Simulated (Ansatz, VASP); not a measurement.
One calculation of Mo, two programs

```
Mo
1.0
    -1.57642    1.57642    1.57642
     1.57642   -1.57642    1.57642
     1.57642    1.57642   -1.57642
Mo
1
Direct
  0.00000 0.00000 0.00000
```

Alike in both runs: task single point; functional r2SCAN; k mesh 14 × 14 × 14; occupations fermi-dirac, width 1 eV; no spin polarisation.

```csv
,VASP,Ansatz
version,VASP 6.6.1,Ansatz 0.2.0
potentials or method,"VASP PAW PBE potentials, release 64 (Mo_sv), cutoff 520 eV","plane waves (500 eV) with PAW, scalar-relativistic"
valence electrons in the cell,14,14
```

VASP gave:

```
pressure (GPa) : 18.9
```

**Question.** Which values does Ansatz return?

**Answer.** Pressure (GPa): 17.9.

VASP's potentials were made for PBE, not for r2SCAN.
